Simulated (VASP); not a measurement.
# Sn (I4_1/amd) in VASP: relaxation of cell and atoms with PBE

Aim: the relaxation of cell and atoms of Sn with PBE.

Everything below comes from runs of VASP 6.6.1. Logs are shortened: lines on timing, memory, paths and dates and some standing lists are left out, and cuts for length are marked.

### Step 1. The cell of the first run

The structure is tetragonal, space group I4_1/amd (No. 141). The conventional cell has a = 5.839 Å, b = 5.839 Å, c = 3.188 Å, α = 90.00°, β = 90.00°, γ = 90.00°. Within 4.0 Å of Sn (site symmetry -4m2) lie 10 Sn at 3.03 to 3.77 Å.

### Step 2. Relaxation of cell and atoms, PBE

Contents of INCAR:

```
SYSTEM = Sn
PREC = Accurate
ENCUT = 500
EDIFF = 1E-7
ISMEAR = 0
SIGMA = 0.1
LREAL = .False.
LASPH = .True.
NELM = 120
ALGO = Normal
ISIF = 3
LWAVE = .False.
LCHARG = .False.
GGA = PE
IBRION = 2
NSW = 100
EDIFFG = -0.002
GGA_COMPAT = .False.
NELMIN = 4
```

Contents of KPOINTS:

```
Automatic mesh
0
Gamma
  16 16 16
  0 0 0
```

Contents of POSCAR:

```
Sn
1.0
   -2.9196440800      2.9196440800      1.5938000000
    2.9196440800     -2.9196440800      1.5938000000
    2.9196440800      2.9196440800     -1.5938000000
Sn
2
Direct
    0.0000000000      0.0000000000      0.0000000000
    0.7500000000      0.2500000000      0.5000000000
```

Potentials or basis: VASP PAW PBE potentials, release 64 (Sn_d).

Command:

```bash
cat potpaw_PBE.64/Sn_d/POTCAR > POTCAR
mpirun -np 1 vasp_std > vasp.out
```

OUTCAR:

```text
SYSTEM = Sn
   PREC = Accurate
   ENCUT = 500
   EDIFF = 1E-7
   ISMEAR = 0
   LREAL = .False.
   LASPH = .True.
   NELM = 120
   ISIF = 3
   GGA = PE
   IBRION = 2
   NSW = 100
   EDIFFG = -0.002
   NELMIN = 4

 ion  position               nearest neighbor table
   1  0.000  0.000  0.000-   2 3.03   2 3.03   2 3.03   2 3.03
   2  0.750  0.250  0.500-   1 3.03   1 3.03   1 3.03   1 3.03

  LATTYP: Found a body centered tetragonal cell.
 ALAT       =     5.8392881600
 C/A-ratio  =     0.5458884564

  Lattice vectors:

 A1 = (  -2.9196440800,   2.9196440800,   1.5938000000)
 A2 = (   2.9196440800,  -2.9196440800,   1.5938000000)
 A3 = (   2.9196440800,   2.9196440800,  -1.5938000000)

Analysis of symmetry for initial positions (statically):
=====================================================================
 Subroutine PRICEL returns:
 Original cell was already a primitive cell.

 Routine SETGRP: Setting up the symmetry group for a
 body centered tetragonal supercell.

 Subroutine GETGRP returns: Found 16 space group operations
 (whereof  8 operations were pure point group operations)
 out of a pool of 16 trial point group operations.

The static configuration has the point symmetry D_2d.
 The point group associated with its full space group is D_4h.

Analysis of symmetry for dynamics (positions and initial velocities):
=====================================================================
 Subroutine PRICEL returns:
 Original cell was already a primitive cell.

 Routine SETGRP: Setting up the symmetry group for a
 body centered tetragonal supercell.

 Subroutine GETGRP returns: Found 16 space group operations
 (whereof  8 operations were pure point group operations)
 out of a pool of 16 trial point group operations.

The dynamic configuration has the point symmetry D_2d.
 The point group associated with its full space group is D_4h.

 Subroutine INISYM returns: Found 16 space group operations
 (whereof  8 operations are pure point group operations),
 and found     1 'primitive' translations

----------------------------------------------------------------------------------------

                                     Primitive cell

  volume of cell :      54.3443

  direct lattice vectors                    reciprocal lattice vectors
    -2.919644080  2.919644080  1.593800000     0.000000000  0.171253751  0.313715648
     2.919644080 -2.919644080  1.593800000     0.171253751  0.000000000  0.313715648
     2.919644080  2.919644080 -1.593800000     0.171253751  0.171253751  0.000000000

  length of vectors
     4.425928326  4.425928326  4.425928326     0.357414822  0.357414822  0.242189377

  position of ions in fractional coordinates (direct lattice)
     0.000000000  0.000000000  0.000000000
     0.750000000  0.250000000  0.500000000

  ion indices of the primitive-cell ions
   primitive index   ion index
                 1           1
                 2           2

----------------------------------------------------------------------------------------

 KPOINTS: Automatic mesh

Automatic generation of k-mesh.
 Grid dimensions read from file:
 generate k-points for:   16   16   16

 Generating k-lattice:

  Cartesian coordinates                     Fractional coordinates (reciprocal lattice)
     0.000000000  0.010703359  0.019607228     0.062500000  0.000000000  0.000000000
     0.010703359  0.000000000  0.019607228     0.000000000  0.062500000  0.000000000
     0.010703359  0.010703359  0.000000000     0.000000000  0.000000000  0.062500000

  Length of vectors
     0.022338426  0.022338426  0.015136836

  Shift w.r.t. Gamma in fractional coordinates (k-lattice)
     0.000000000  0.000000000  0.000000000

 Subroutine IBZKPT returns following result:
 ===========================================

 Found    349 irreducible k-points:

 Following reciprocal coordinates:
            Coordinates               Weight
  0.000000  0.000000  0.000000      1.000000
  0.062500  0.000000  0.000000      8.000000
  0.125000  0.000000  0.000000      8.000000
  0.187500  0.000000  0.000000      8.000000
  0.250000  0.000000  0.000000      8.000000
  0.312500  0.000000  0.000000      8.000000
[... 16 lines left out ...]
 -0.125000  0.062500  0.000000     16.000000
 -0.062500  0.062500  0.000000      4.000000
 [... further k-points ...]
   k-points           NKPTS =    349   k-points in BZ     NKDIM =    349   number of bands    NBANDS=     18
   number of dos      NEDOS =    301   number of ions     NIONS =      2
   total plane-waves  NPLWV =  32768
   dimension x,y,z NGX =    32 NGY =   32 NGZ =   32
   dimension x,y,z NGXF=    64 NGYF=   64 NGZF=   64
   ions per type =               2
   NGX,Y,Z   is equivalent  to a cutoff of  12.02, 12.02, 12.02 a.u.
   NGXF,Y,Z  is equivalent  to a cutoff of  24.04, 24.04, 24.04 a.u.
 SYSTEM =  Sn
   PREC   = accura    normal or accurate (medium, high low for compatibility)
   ISTART =      0    job   : 0-new  1-cont  2-samecut
   ICHARG =      2    charge: 1-file 2-atom 10-const
   ISPIN  =      1    spin polarized calculation?
   LNONCOLLINEAR =      F non collinear calculations
   LSORBIT =      F    spin-orbit coupling
   LASPH  =      T    aspherical Exc in radial PAW
   ENCUT  =  500.0 eV  36.75 Ry    6.06 a.u.   8.07  8.07  8.07*2*pi/ulx,y,z
   NELM   =    120;   NELMIN=  4; NELMDL= -5     # of ELM steps
   EDIFF  = 0.1E-06   stopping-criterion for ELM
   LREAL  =      F    real-space projection
   EDIFFG = -.2E-02   stopping-criterion for IOM
   NSW    =    100    number of steps for IOM
   IBRION =      2    ionic relax: 0-MD 1-quasi-New 2-CG
   NFREE  =      1    steps in history (QN), initial steepest desc. (CG)
   ISIF   =      3    stress and relaxation
   ISYM   =      2    0-nonsym 1-usesym 2-fastsym
   POTIM  = 0.5000    time-step for ionic-motion
   TEBEG  =    0.0;   TEEND  =   0.0 temperature during run
   PSTRESS=    0.0 pullay stress
   NELECT =      28.0000    total number of electrons
   NUPDOWN=      -1.0000    fix difference up-down
   EMIN   =  10.00;   EMAX   =-10.00  energy-range for DOS
   EFERMI =   0.00;   METHOD = LEGACY
   ISMEAR =     0;   SIGMA  =   0.10  broadening in eV -4-tet -1-fermi 0-gaus
   EFERMI_NEDOS =   21; number of points for ismear=-14 and -15
   IALGO  =     38    algorithm
   IMIX   =      4    mixing-type and parameters
     AMIX     =   0.40;   BMIX     =  1.00
     AMIX_MAG =   1.60;   BMIX_MAG =  1.00
  volume/ion in A,a.u.               =      27.17       183.37
  Fermi-wavevector in a.u.,A,eV,Ry     =   1.312430  2.480134 23.435677  1.722474
  Thomas-Fermi vector in A             =   2.442823
   LORBIT       =      0    0 simple, 1 ext, 2 COOP (PROOUT), +10 PAW based schemes
   GGA     = PE    functional components
   LHFCALC =     F    Hartree Fock is set to
   AEXX    =    0.0000 exact exchange contribution
   IVDW    =     0    specifies the selected vdW correction
   LEPSILON=     F    determine dielectric tensor
   LRPA    =     F    only Hartree local field effects (RPA)
 conjugate gradient relaxation of ions
 non-spin polarized calculation
 Gauss-broadening in eV      SIGMA  =   0.10
  energy-cutoff  :      500.00
  volume of cell :       54.34
 maximum number of plane-waves:      1402
   NGX = 17   NGY = 17   NGZ = 17

--------------------------------------- Ionic step        1  -------------------------------------------

 number of electron      27.9999983 magnetization

 Free energy of the ion-electron system (eV)
  ---------------------------------------------------
  ext. energy  EPLUGINS =         0.00000000
  ---------------------------------------------------
  free energy    TOTEN  =        -7.59762786 eV

  energy without entropy =       -7.59312907  energy(sigma->0) =       -7.59537847

------------------------ aborting loop because EDIFF is reached ----------------------------------------

  FORCE on cell =-STRESS in cart. coord.  units (eV):
  Direction    XX          YY          ZZ          XY          YZ          ZX
  --------------------------------------------------------------------------------------
  -------------------------------------------------------------------------------------
  Total        0.8760378      0.8760378      0.5754881      0.0000000      0.0000000      0.0000000
  in kB       25.8273470     25.8273470     16.9665408      0.0000000      0.0000000      0.0000000
  external PRESSURE =      22.8737450 kB  Pullay stress =       0.0000000 kB
[... 237 lines left out ...]
  energy  without entropy=       -7.6105385973  energy(sigma->0) =       -7.61296683

--------------------------------------- Ionic step        8  -------------------------------------------

 number of electron      27.9999990 magnetization

 Free energy of the ion-electron system (eV)
  ---------------------------------------------------
  ext. energy  EPLUGINS =         0.00000000
  ---------------------------------------------------
  free energy    TOTEN  =        -7.61539556 eV

  energy without entropy =       -7.61053893  energy(sigma->0) =       -7.61296724

 E-fermi :   7.4392     XC(G=0): -10.0951

 val. band max:        7.4376909831   @ k =  -0.1875   0.5000   0.1250
 cond. band min:       7.4468812677   @ k =  -0.0625   0.4375   0.0625
 fundamental gap:      0.0091902845
 Fermi energy:         7.4391825463

 k-point     1 :       0.0000    0.0000    0.0000
  band No.  band energies     occupation
      1     -14.1624      2.00000
      2     -14.1002      2.00000
      3     -14.0510      2.00000
      4     -14.0508      2.00000
      5     -13.9132      2.00000
      6     -13.9132      2.00000
[... 10 lines left out ...]
     17      13.3649      0.00000
     18      14.1010      0.00000
[... 466 lines left out ...]
      2     -14.1006      2.00000
      3     -14.0527      2.00000
      4     -14.0485      2.00000
      5     -13.9145      2.00000
      6     -13.9118      2.00000
[... 10 lines left out ...]
     17      13.1616      0.00000
     18      14.1589      0.00000

 [... further k-points ...]

------------------------ aborting loop because EDIFF is reached ----------------------------------------

  FORCE on cell =-STRESS in cart. coord.  units (eV):
  Direction    XX          YY          ZZ          XY          YZ          ZX
  --------------------------------------------------------------------------------------
  -------------------------------------------------------------------------------------
  Total        0.0008849      0.0008849      0.0020078      0.0000000      0.0000000      0.0000000
  in kB        0.0249722      0.0249722      0.0566630      0.0000000      0.0000000      0.0000000
  external PRESSURE =       0.0355358 kB  Pullay stress =       0.0000000 kB
[... 17 lines left out ...]
  FREE ENERGIE OF THE ION-ELECTRON SYSTEM (eV)
  ---------------------------------------------------
  free  energy   TOTEN  =        -7.6153955565 eV

  energy  without entropy=       -7.6105389288  energy(sigma->0) =       -7.61296724

 reached required accuracy - stopping structural energy minimisation
```

Wall time 13 min (1 thread of Intel Xeon 6975P-C, shared host); peak memory 0.39 GiB.

Results:

| Item | Value |
| --- | --- |
| Free energy | -7.6154 eV |
| Relaxed volume | 28.39 Å³/atom |
| Relaxed cell | a = 4.501 Å, b = 4.501 Å, c = 4.501 Å, α = 97.31°, β = 97.31°, γ = 138.20° |
| Space group after relaxing (to 0.05 Å) | I4_1/amd (No. 141) |
| Energy gained by relaxing | 8.9 meV/atom |
| Ionic steps | 8 |
| Pressure after relaxing | 0.0 GPa |
| Band gap on the k mesh | zero (band 14 reaches 8.94 eV, above the bottom of band 15 at 4.93 eV) |

Step by step:
| step | energy change (eV) | largest force (eV/Å) | pressure (GPa) | volume (Å³) |
| --- | --- | --- | --- | --- |
| 1 | 0.0000 | 0.0000 | 2.29 | 54.34 |
| 2 | -0.0165 | 0.0000 | -0.54 | 57.45 |
| 3 | -0.0176 | 0.0000 | -0.03 | 56.81 |
| 4 | -0.0176 | 0.0000 | -0.07 | 56.87 |
| 5 | -0.0177 | 0.0000 | -0.05 | 56.84 |
| 6 | -0.0178 | 0.0000 | -0.04 | 56.82 |
| 7 | -0.0178 | 0.0000 | 0.01 | 56.76 |
| 8 | -0.0178 | 0.0000 | 0.00 | 56.77 |

Final structure:
```
Sn
1.0
    -2.97301    2.97301    1.60573
     2.97301   -2.97301    1.60573
     2.97301    2.97301   -1.60573
Sn
2
Direct
  0.00000 0.00000 0.00000
  0.75000 0.25000 0.50000
```

Levels at points of the mesh, in eV from the Fermi level:
| k point | band 10 | band 11 | band 12 | band 13 | band 14 | band 15 | band 16 | band 17 | band 18 |
| --- | --- | --- | --- | --- | --- | --- | --- | --- | --- |
| (0.00, 0.00, 0.00) | -21.17 | -10.81 | -3.85 | -1.90 | -1.90 | 3.01 | 5.93 | 5.93 | 6.66 |
| (0.50, 0.00, 0.00) | -21.23 | -6.79 | -5.24 | -2.36 | -1.64 | -1.03 | 2.30 | 2.73 | 4.45 |
| (0.50, 0.50, 0.00) | -21.28 | -8.68 | -8.68 | 0.55 | 0.55 | 1.42 | 1.42 | 5.95 | 5.95 |
| (0.50, 0.50, 0.50) | -21.34 | -7.48 | -7.48 | -4.57 | -4.57 | 5.03 | 5.03 | 8.84 | 8.84 |

Caveat: spin-orbit coupling is left out, which moves the levels of the heavy elements.
